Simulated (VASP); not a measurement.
# TiAl3 (P6_3/mmc) in VASP: a series of runs, part 2 of 2

VASP 6.6.1.

### 4 Single point, PBE

This run uses another cell than the first one, of 15.88 Å³/atom.

Contents of INCAR:

```
SYSTEM = TiAl3
  ALGO = Fast
  EDIFF = 1E-6
  ENCUT = 520
  GGA = PE
  ISIF = 2
  ISMEAR = 0
  LASPH = .TRUE.
  LCHARG = .FALSE.
  LREAL = .FALSE.
  LWAVE = .FALSE.
  NBANDS = 31
  NELM = 60
  PREC = Accurate
  SIGMA = 0.1
```

Contents of KPOINTS:

```
k-points
0
G
  12 12 8
  0 0 0
```

Contents of POSCAR:

```
TiAl3
1.0
    5.5723051360      0.0000000000      0.0000000000
   -2.7861525680      4.8257578054      0.0000000000
    0.0000000000      0.0000000000      4.7252906251
Ti Al
2 6
Direct
    0.6666666667      0.3333333333      0.2500000000
    0.3333333333      0.6666666667      0.7500000000
    0.1659616332      0.3319232664      0.2500000000
    0.1659616332      0.8340383668      0.2500000000
    0.6680767336      0.8340383668      0.2500000000
    0.3319232664      0.1659616332      0.7500000000
    0.8340383668      0.1659616332      0.7500000000
    0.8340383668      0.6680767336      0.7500000000
```

Potentials or basis: VASP PAW PBE potentials, release 64 (Ti_sv, Al).

The run is started by

```
$ cat potpaw_PBE.64/Ti_sv/POTCAR potpaw_PBE.64/Al/POTCAR > POTCAR
$ mpirun -np 1 vasp_std > vasp.out
```

OUTCAR:

```text
SYSTEM = TiAl3
   EDIFF = 1E-6
   ENCUT = 520
   GGA = PE
   ISIF = 2
   ISMEAR = 0
   LASPH = .TRUE.
   LREAL = .FALSE.
   NELM = 60
   PREC = Accurate

 ion  position               nearest neighbor table
   1  0.667  0.333  0.250-   5 2.79   3 2.79   4 2.79   4 2.79   5 2.79   3 2.79   7 2.86   7 2.86
                             8 2.86   8 2.86   6 2.86   6 2.86
   2  0.333  0.667  0.750-   6 2.79   8 2.79   7 2.79   7 2.79   6 2.79   8 2.79   4 2.86   4 2.86
                             3 2.86   3 2.86   5 2.86   5 2.86
   3  0.166  0.332  0.250-   4 2.77   5 2.77   1 2.79   1 2.79   4 2.80   5 2.80   6 2.85   7 2.85
                             6 2.85   7 2.85   2 2.86   2 2.86
   4  0.166  0.834  0.250-   3 2.77   5 2.77   1 2.79   1 2.79   3 2.80   5 2.80   6 2.85   6 2.85
                             8 2.85   8 2.85   2 2.86   2 2.86
   5  0.668  0.834  0.250-   3 2.77   4 2.77   1 2.79   1 2.79   3 2.80   4 2.80   7 2.85   7 2.85
                             8 2.85   8 2.85   2 2.86   2 2.86
   6  0.332  0.166  0.750-   8 2.77   7 2.77   2 2.79   2 2.79   8 2.80   7 2.80   4 2.85   4 2.85
                             3 2.85   3 2.85   1 2.86   1 2.86
   7  0.834  0.166  0.750-   8 2.77   6 2.77   2 2.79   2 2.79   8 2.80   6 2.80   5 2.85   5 2.85
                             3 2.85   3 2.85   1 2.86   1 2.86
   8  0.834  0.668  0.750-   6 2.77   7 2.77   2 2.79   2 2.79   7 2.80   6 2.80   5 2.85   4 2.85
                             5 2.85   4 2.85   1 2.86   1 2.86

  LATTYP: Found a hexagonal cell.
 ALAT       =     5.5723051360
 C/A-ratio  =     0.8479956696

  Lattice vectors:

 A1 = (   5.5723051360,   0.0000000000,   0.0000000000)
 A2 = (  -2.7861525680,   4.8257578054,   0.0000000000)
 A3 = (   0.0000000000,   0.0000000000,   4.7252906251)

Analysis of symmetry for initial positions (statically):
=====================================================================
 Subroutine PRICEL returns:
 Original cell was already a primitive cell.

 Routine SETGRP: Setting up the symmetry group for a
 hexagonal supercell.

 Subroutine GETGRP returns: Found 24 space group operations
 (whereof 12 operations were pure point group operations)
 out of a pool of 24 trial point group operations.

The static configuration has the point symmetry D_3d.
 The point group associated with its full space group is D_6h.

Analysis of symmetry for dynamics (positions and initial velocities):
=====================================================================
 Subroutine PRICEL returns:
 Original cell was already a primitive cell.

 Routine SETGRP: Setting up the symmetry group for a
 hexagonal supercell.

 Subroutine GETGRP returns: Found 24 space group operations
 (whereof 12 operations were pure point group operations)
 out of a pool of 24 trial point group operations.

The dynamic configuration has the point symmetry D_3d.
 The point group associated with its full space group is D_6h.

 Subroutine INISYM returns: Found 24 space group operations
 (whereof 12 operations are pure point group operations),
 and found     1 'primitive' translations

----------------------------------------------------------------------------------------

                                     Primitive cell

  volume of cell :     127.0659

  direct lattice vectors                    reciprocal lattice vectors
     5.572305136  0.000000000  0.000000000     0.179458945  0.103610670  0.000000000
    -2.786152568  4.825757805  0.000000000     0.000000000  0.207221340  0.000000000
[... 81 lines left out ...]
   total plane-waves  NPLWV =  63504
   dimension x,y,z NGX =    42 NGY =   42 NGZ =   36
   dimension x,y,z NGXF=    84 NGYF=   84 NGZF=   72
   ions per type =               2   6
   NGX,Y,Z   is equivalent  to a cutoff of  12.53, 12.53, 12.67 a.u.
   NGXF,Y,Z  is equivalent  to a cutoff of  25.06, 25.06, 25.33 a.u.
 SYSTEM =  TiAl3
   PREC   = accura    normal or accurate (medium, high low for compatibility)
   ISTART =      0    job   : 0-new  1-cont  2-samecut
   ICHARG =      2    charge: 1-file 2-atom 10-const
   ISPIN  =      1    spin polarized calculation?
   LNONCOLLINEAR =      F non collinear calculations
   LSORBIT =      F    spin-orbit coupling
   LASPH  =      T    aspherical Exc in radial PAW
   ENCUT  =  520.0 eV  38.22 Ry    6.18 a.u.  10.36 10.36  8.79*2*pi/ulx,y,z
   NELM   =     60;   NELMIN=  2; NELMDL= -5     # of ELM steps
   EDIFF  = 0.1E-05   stopping-criterion for ELM
   LREAL  =      F    real-space projection
   EDIFFG = 0.1E-04   stopping-criterion for IOM
   NSW    =      0    number of steps for IOM
   IBRION =     -1    ionic relax: 0-MD 1-quasi-New 2-CG
   NFREE  =      0    steps in history (QN), initial steepest desc. (CG)
   ISIF   =      2    stress and relaxation
   ISYM   =      2    0-nonsym 1-usesym 2-fastsym
   POTIM  = 0.5000    time-step for ionic-motion
   TEBEG  =    0.0;   TEEND  =   0.0 temperature during run
   PSTRESS=    0.0 pullay stress
   NELECT =      42.0000    total number of electrons
   NUPDOWN=      -1.0000    fix difference up-down
   EMIN   =  10.00;   EMAX   =-10.00  energy-range for DOS
   EFERMI =   0.00;   METHOD = LEGACY
   ISMEAR =     0;   SIGMA  =   0.10  broadening in eV -4-tet -1-fermi 0-gaus
   EFERMI_NEDOS =   21; number of points for ismear=-14 and -15
   IALGO  =     68    algorithm
   IMIX   =      4    mixing-type and parameters
     AMIX     =   0.40;   BMIX     =  1.00
     AMIX_MAG =   1.60;   BMIX_MAG =  1.00
  volume/ion in A,a.u.               =      15.88       107.19
  Fermi-wavevector in a.u.,A,eV,Ry     =   1.131918  2.139015 17.432305  1.281238
  Thomas-Fermi vector in A             =   2.268618
   LORBIT       =      0    0 simple, 1 ext, 2 COOP (PROOUT), +10 PAW based schemes
   GGA     = PE    functional components
   LHFCALC =     F    Hartree Fock is set to
   AEXX    =    0.0000 exact exchange contribution
   IVDW    =     0    specifies the selected vdW correction
   LEPSILON=     F    determine dielectric tensor
   LRPA    =     F    only Hartree local field effects (RPA)
 non-spin polarized calculation
 RMM-DIIS sequential band-by-band and
 Gauss-broadening in eV      SIGMA  =   0.10
  energy-cutoff  :      520.00
  volume of cell :      127.07
 maximum number of plane-waves:      3455
 NGX is ok and might be reduce to    42
   NGX = 21   NGY = 21   NGZ = 17

 number of electron      42.0000002 magnetization

 Free energy of the ion-electron system (eV)
  ---------------------------------------------------
  ext. energy  EPLUGINS =         0.00000000
  ---------------------------------------------------
  free energy    TOTEN  =       -40.69902818 eV

  energy without entropy =      -40.67266491  energy(sigma->0) =      -40.68584655

 E-fermi :   8.7357     XC(G=0): -10.7265

 val. band max:        8.7298339659   @ k =   0.3333   0.1667   0.0000
 cond. band min:       8.7369865674   @ k =   0.0833  -0.0000   0.3750
 fundamental gap:      0.0071526015
 Fermi energy:         8.7357108103

 k-point     1 :       0.0000    0.0000    0.0000
  band No.  band energies     occupation
      1     -48.1795      2.00000
      2     -48.1775      2.00000
      3     -24.5127      2.00000
      4     -24.5127      2.00000
      5     -24.4999      2.00000
      6     -24.4999      2.00000
[... 805 lines left out ...]
     30      11.7218      0.00000
     31      12.1737      0.00000

 [... further k-points ...]

------------------------ aborting loop because EDIFF is reached ----------------------------------------

  FORCE on cell =-STRESS in cart. coord.  units (eV):
  Direction    XX          YY          ZZ          XY          YZ          ZX
  --------------------------------------------------------------------------------------
  -------------------------------------------------------------------------------------
  Total       -0.0098756     -0.0098756     -0.0386250     -0.0000000      0.0000000      0.0000000
  in kB       -0.1245219     -0.1245219     -0.4870243     -0.0000000      0.0000000      0.0000000
  external PRESSURE =      -0.2453561 kB  Pullay stress =       0.0000000 kB

 VOLUME and BASIS-vectors are now :
 -----------------------------------------------------------------------------
  energy-cutoff  :      520.00
  volume of cell :      127.07
      direct lattice vectors                 reciprocal lattice vectors
     5.572305136  0.000000000  0.000000000     0.179458945  0.103610670  0.000000000
    -2.786152568  4.825757805  0.000000000     0.000000000  0.207221340  0.000000000
     0.000000000  0.000000000  4.725290625     0.000000000  0.000000000  0.211627195

 POSITION                                       TOTAL-FORCE (eV/Angst)
 -----------------------------------------------------------------------------------
      2.78615      1.60859      1.18132        -0.000000      0.000000     -0.000000
     -0.00000      3.21717      3.54397        -0.000000      0.000000     -0.000000
      0.00000      1.60178      1.18132        -0.000000     -0.000621      0.000000
     -1.39897      4.02487      1.18132        -0.000538      0.000310     -0.000000
      1.39897      4.02487      1.18132         0.000538      0.000310      0.000000
      1.38718      0.80089      3.54397        -0.000538     -0.000310     -0.000000
      4.18512      0.80089      3.54397         0.000538     -0.000310     -0.000000
      2.78615      3.22398      3.54397        -0.000000      0.000621      0.000000
 -----------------------------------------------------------------------------------
    total drift:                               -0.000000      0.000000      0.000000

  FREE ENERGIE OF THE ION-ELECTRON SYSTEM (eV)
  ---------------------------------------------------
  free  energy   TOTEN  =       -40.6990281787 eV

  energy  without entropy=      -40.6726649129  energy(sigma->0) =      -40.68584655
```

Wall time 12 min (1 thread of AMD EPYC 9R45 (Zen 5), shared host); peak memory 0.42 GiB.

Results:

| Item | Value |
| --- | --- |
| Free energy | -40.6990 eV |
| Pressure | 0.0 GPa |
| Band gap on the k mesh | zero (bands 21 and 22 overlap by 1.15 eV) |

Levels at points of the mesh, in eV from the Fermi level:
```csv
k point,band 18,band 19,band 20,band 21,band 22,band 23,band 24,band 25
"(0.00, 0.00, 0.00)",-1.21,-1.21,-0.70,-0.70,-0.29,-0.29,0.44,0.98
"(0.50, 0.00, 0.00)",-2.04,-2.03,-1.27,0.15,0.67,0.74,0.87,0.96
"(0.00, 0.00, 0.50)",-2.83,-2.83,-2.83,-0.82,-0.82,1.06,1.06,1.06
"(0.50, 0.00, 0.50)",-1.54,-0.23,-0.23,0.10,0.10,0.86,0.86,1.18
```

### 5 Single point, PBE, collinear spin

This run uses another cell than the first one, of 15.88 Å³/atom.

Contents of INCAR:

```
SYSTEM = TiAl3
PREC     = Accurate       ! precision mode
ENCUT    = 520            ! plane-wave cutoff, eV
EDIFF    = 1E-6           ! SCF threshold, eV
ISMEAR   = 0              ! smearing method
SIGMA    = 0.1            ! smearing width, eV
LREAL    = .False.        ! projectors in reciprocal space
LASPH    = .True.         ! aspherical terms in the spheres
NELM     = 150            ! most SCF steps
ALGO     = Normal         ! electronic algorithm
ISIF     = 2              ! what is computed and relaxed
LWAVE    = .False.        ! write WAVECAR
LCHARG   = .True.         ! write CHGCAR
ISPIN    = 2              ! spin polarisation
MAGMOM   = 1 1 0 0 0 0 0 0 ! initial moments
LORBIT   = 11             ! projections on sites
LMAXMIX  = 4              ! l up to which the mixer works
GGA      = PE             ! functional
LELF     = .True.         ! ELF
LVHAR    = .True.       
NBANDS   = 35             ! bands
```

Contents of KPOINTS:

```
regular mesh
0
Gamma
  6 6 4
  0 0 0
```

Contents of POSCAR:

```
TiAl3
1.0
    5.5658609705      0.0000000000      0.0000000000
   -2.7829304852      4.8201769944      0.0000000000
    0.0000000000      0.0000000000      4.7363393979
Ti Al
2 6
Direct
    0.6666666667      0.3333333333      0.2500000000
    0.3333333333      0.6666666667      0.7500000000
    0.1667148539      0.3334297079      0.2500000000
    0.1667148539      0.8332851461      0.2500000000
    0.6665702921      0.8332851461      0.2500000000
    0.3334297079      0.1667148539      0.7500000000
    0.8332851461      0.1667148539      0.7500000000
    0.8332851461      0.6665702921      0.7500000000
```

The run is started by

```
$ cat potpaw_PBE.64/Ti_sv/POTCAR potpaw_PBE.64/Al/POTCAR > POTCAR
$ mpirun -np 1 vasp_std > vasp.out
```

It took 1.8 min on 1 thread of Intel Xeon 6975P-C (Granite Rapids), shared host; peak memory 0.35 GiB.

It converged, with:

```yaml
Free_energy: -40.7144 eV
Pressure: 0.0 GPa
Largest_force: 0.021 eV/Å
Band_gap_on_the_k_mesh: zero (filled and empty bands overlap)
Net_moment: 0.00 μB per cell
Valence_electrons_inside_the_program's_atomic_spheres: Ti 10.31; Al 0.80
```

Forces in eV/Å, atoms in the order of the input:
```
Ti   0.000  0.000  0.000
Ti   0.000  0.000  0.000
Al   0.000 -0.021  0.000
Al  -0.019  0.011  0.000
Al   0.019  0.011  0.000
Al  -0.019 -0.011  0.000
Al   0.019 -0.011  0.000
Al   0.000  0.021  0.000
```

Stress tensor (GPa, compression positive):
```
-0.07  0.00  0.00
 0.00 -0.07  0.00
 0.00  0.00  0.03
```

Levels at points of the mesh, in eV from the Fermi level:
Spin up:
```
           k point  band 19  band 20  band 21  band 22  band 23  band 24
(0.00, 0.00, 0.00)    -1.23    -0.70    -0.70    -0.29    -0.29     0.45
(0.50, 0.00, 0.00)    -2.05    -1.26     0.17     0.68     0.69     0.86
(0.00, 0.00, 0.50)    -2.84    -2.84    -0.86    -0.86     1.06     1.06
(0.50, 0.00, 0.50)    -0.25    -0.25     0.11     0.11     0.85     0.85
```
Spin down:
| k point | band 17 | band 18 | band 19 | band 20 | band 21 | band 22 | band 23 | band 24 | band 25 | band 26 |
| --- | --- | --- | --- | --- | --- | --- | --- | --- | --- | --- |
| (0.00, 0.00, 0.00) | -2.40 | -1.23 | -1.23 | -0.70 | -0.70 | -0.29 | -0.29 | 0.45 | 0.94 | 0.94 |
| (0.50, 0.00, 0.00) | -2.10 | -2.05 | -2.05 | -1.26 | 0.17 | 0.68 | 0.69 | 0.86 | 0.95 | 1.21 |
| (0.00, 0.00, 0.50) | -2.84 | -2.84 | -2.84 | -2.84 | -0.86 | -0.86 | 1.06 | 1.06 | 1.06 | 1.06 |
| (0.50, 0.00, 0.50) | -1.54 | -1.54 | -0.25 | -0.25 | 0.11 | 0.11 | 0.85 | 0.85 | 1.18 | 1.18 |

### 6 The runs side by side

| task | spin | cell | k mesh | cutoff (eV) | gap on the mesh (eV) | pressure (GPa) | relaxed volume (Å³/atom) | largest force (eV/Å) |
| --- | --- | --- | --- | --- | --- | --- | --- | --- |
| relaxation of cell and atoms | off | relaxed from a = 6.048, b = 6.048, c = 4.718 Å, angles 90.0, 90.0, 120.0°, 8 atoms, atomic positions A | 3 × 3 × 4 | 600 | none | -0.1 | 15.84 | 0.02 |
| relaxation of cell and atoms | off | relaxed from a = 5.596, b = 5.596, c = 4.672 Å, angles 90.0, 90.0, 120.0°, 8 atoms, atomic positions B | 6 × 6 × 4 | 600 | none | -0.1 | 15.89 | 0.02 |
| single point | off | a = 5.572, b = 5.572, c = 4.725 Å, angles 90.0, 90.0, 120.0°, 8 atoms, atomic positions B | 12 × 12 × 8 | 520 | none | 0.0 | - | - |
| single point | collinear | a = 5.566, b = 5.566, c = 4.736 Å, angles 90.0, 90.0, 120.0°, 8 atoms, atomic positions B | 6 × 6 × 4 | 520 | none | 0.0 | - | 0.02 |

Alike in all rows: level PBE; potentials or basis VASP PAW PBE potentials, release 64 (Ti_sv, Al); smearing gaussian 0.1 eV.

Caveats: some runs use coarse meshes; the volume moved by over 15 % at a fixed basis, so the end points are rough (at least some runs).

Absolute energies hang on the potentials; compare differences alone.
